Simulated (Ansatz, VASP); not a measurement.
One calculation of Sn, two programs

File INCAR:

```
PREC = Accurate ; ENCUT = 500
EDIFF = 1E-6 ; ISMEAR = 1
SIGMA = 0.25 ; LREAL = False
LASPH = True ; NELM = 120
ALGO = Normal ; ISIF = 2
LWAVE = False ; LCHARG = True
GGA = PE ; LELF = True
LVHAR = True ; NBANDS = 21
GGA_COMPAT = False
```

KPOINTS

```
regular mesh
0
Gamma
  6 6 6
```

Contents of POSCAR:

```
Sn
1.0
    0.0000000000      3.2333430000      3.2333430000
    3.2333430000      0.0000000000      3.2333430000
    3.2333430000      3.2333430000      0.0000000000
Sn
2
Direct
    0.0000000000      0.0000000000      0.0000000000
    0.2500000000      0.2500000000      0.2500000000
```

Input for Ansatz:

```yaml
crystal:
  lattice:
    - [0.0, 3.233343, 3.233343]
    - [3.233343, 0.0, 3.233343]
    - [3.233343, 3.233343, 0.0]
  atoms:
    - { symbol: Sn, position: [0.0, 0.0, 0.0] }
    - { symbol: Sn, position: [0.25, 0.25, 0.25] }
basis:
  ecutwfc: 421.77648681281397
kpoints:
  mp_grid:
    grid: [6, 6, 6]
hamiltonian:
  xc: pbe
scf:
  occupations:
    method: methfessel_paxton
    width: 0.25
output:
  forces: true
  stress: true
```

Alike in both runs: task single point; functional PBE; k mesh 6 × 6 × 6; occupations methfessel-paxton of order 1, width 0.25 eV; no spin polarisation.

|  | VASP | Ansatz |
| --- | --- | --- |
| version | VASP 6.6.1 | Ansatz 0.2.0 |
| potentials or method | VASP PAW PBE potentials, release 64 (Sn_d), cutoff 500 eV | plane waves, PAW |
| valence electrons in the cell | 28 | 28 |

|  | VASP | Ansatz | Ansatz less VASP |
| --- | --- | --- | --- |
| pressure (GPa) | 3.8 | 3.8 | +0.06 |

With one functional, cell and mesh, what is left measures potentials, basis and numerics.
